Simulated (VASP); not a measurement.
**ZrB3As4: relaxation of cell and atoms with PBE**

Crystal: ZrB3As4.

```
Zr B As
1.0
    -3.10222    3.10222    3.10222
     3.10222   -3.10222    3.10222
     3.10222    3.10222   -3.10222
Zr B As
1 3 4
Direct
  0.00000 0.00000 0.00000
  0.00000 0.50000 0.50000
  0.50000 0.00000 0.50000
  0.50000 0.50000 0.00000
  0.50000 0.50000 0.50000
  0.00000 0.00000 0.50000
  0.00000 0.50000 0.00000
  0.50000 0.00000 0.00000
```

| Property | Result |
| --- | --- |
| Program | VASP 6.6.1 |
| Task | relaxation of cell and atoms |
| Functional | PBE |
| Potentials or basis | VASP PAW PBE potentials, release 64 (Zr_sv, B, As) |
| Cutoff | 600 eV |
| k mesh | 8 × 8 × 8 |
| Occupations | gaussian, width 0.1 eV |
| Spin | no spin polarisation |
| Dipole correction | no |
| Further INCAR settings | ALGO = Normal; EDIFF = 1e-06; IBRION = 2; EDIFFG = -0.01; NSW = 100; ISIF = 3 |

| Item | Value |
| --- | --- |
| Relaxed volume | 15.09 Å³/atom |
| Relaxed cell | a = 5.393 Å, b = 5.393 Å, c = 5.393 Å, α = 109.47°, β = 109.47°, γ = 109.47° |
| Space group after relaxing (to 0.05 Å) | Im-3m (No. 229) |
| Energy gained by relaxing | 0.6 meV/atom |
| Ionic steps | 3 |
| Pressure after relaxing | 0.0 GPa |

Step by step:
```csv
step,energy change (eV),largest force (eV/Å),pressure (GPa),volume (Å³)
1,0.0000,0.0000,1.13,119.42
2,-0.0038,0.0000,-0.44,121.24
3,-0.0045,0.0000,0.00,120.72
```

Final structure:
```xyz
8
Lattice="-3.1134 3.1134 3.1134 3.1134 -3.1134 3.1134 3.1134 3.1134 -3.1134" Properties=species:S:1:pos:R:3 pbc="T T T"
Zr    0.0000    0.0000    0.0000
B     3.1134    0.0000    0.0000
B     0.0000    3.1134    0.0000
B     0.0000    0.0000    3.1134
As    1.5567    1.5567    1.5567
As    1.5567    1.5567   -1.5567
As    1.5567   -1.5567    1.5567
As   -1.5567    1.5567    1.5567
```

Levels at points of the mesh, in eV from the Fermi level:
```tsv
k point	band 18	band 19	band 20	band 21	band 22	band 23
(0.00, 0.00, 0.00)	-0.60	-0.60	-0.60	0.74	0.74	1.93
(0.50, 0.00, 0.00)	-1.23	-1.10	-0.96	0.13	0.42	0.44
(0.50, 0.50, 0.50)	-1.07	0.33	0.33	0.33	1.11	1.11
```

Wall time 2.5 min on 1 thread of Intel(R) Xeon(R) 6975P-C (Granite Rapids), on a shared host, peak memory 0.4 GiB.
